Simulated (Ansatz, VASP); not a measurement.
Two plane-wave programs on Li5Be

INCAR

```
SYSTEM = Li5Be
  PREC = Accurate
  ENCUT = 520
  EDIFF = 1E-7
  ISMEAR = 0
  SIGMA = 0.1
  LREAL = .False.
  LASPH = .True.
  NELM = 80
  ALGO = Normal
  ISIF = 2
  LWAVE = .False.
  LCHARG = .False.
  GGA = PE
  NBANDS = 18
```

KPOINTS

```
Automatic mesh
0
Gamma
  6 6 4
  0 0 0
```

The input POSCAR:

```
Li5Be
1.0
    4.7251905400      0.0000000000      0.0000000000
   -2.3625952700      4.0921350400      0.0000000000
    0.0000000000      0.0000000000      4.3772216400
Li Be
5 1
Direct
    0.0000000000      0.6714212300      0.0000000000
    0.6714212300      0.0000000000      0.0000000000
    0.3285787700      0.3285787700      0.0000000000
    0.6666666700      0.3333333300      0.5000000000
    0.3333333300      0.6666666700      0.5000000000
    0.0000000000      0.0000000000      0.5000000000
```

Input for Ansatz:

```yaml
crystal:
  lattice:
    - [4.72519054, 0.0, 0.0]
    - [-2.36259527, 4.09213504, 0.0]
    - [0.0, 0.0, 4.37722164]
  atoms:
    - { symbol: Li, position: [0.0, 0.67142123, 0.0] }
    - { symbol: Li, position: [0.67142123, 0.0, 0.0] }
    - { symbol: Li, position: [0.32857877, 0.32857877, 0.0] }
    - { symbol: Li, position: [0.66666667, 0.33333333, 0.5] }
    - { symbol: Li, position: [0.33333333, 0.66666667, 0.5] }
    - { symbol: Be, position: [0.0, 0.0, 0.5] }
basis:
  ecutwfc: 420
kpoints:
  mp_grid: { grid: [6, 6, 4] }
hamiltonian:
  xc: pbe
scf:
  occupations: { method: gaussian, width: 0.1 }
  lower_state_search: "off"
output:
  forces: true
  stress: true
  eigenvalues: true
```

Change from the starting cell: species swapped into the LiMg5 type (P-62m, No. 189).

Alike in both runs: task single point; functional PBE; k mesh 6 × 6 × 4; occupations gaussian, width 0.1 eV; no spin polarisation.

|  | VASP | Ansatz |
| --- | --- | --- |
| version | VASP 6.6.1 | Ansatz 0.2.0 |
| potentials or method | VASP PAW PBE potentials, release 64 (Li_sv, Be), cutoff 520 eV | scalar-relativistic, plane waves, PAW |
| valence electrons in the cell | 17 | 17 |

```csv
,VASP,Ansatz,Ansatz less VASP
gap on the k mesh at the Fermi level (eV),none,none,-
rms of the force components (eV/Å),0.135,0.135,-0.0001
```

Atom by atom the forces differ by 0.000 eV/Å (rms over components). A gap of «none» marks a metal or a gap that the smearing closes. With one functional, cell and mesh, what is left measures potentials, basis and numerics.

Noted on VASP's run: the cutoff is short for stress, so the pressure is rough.
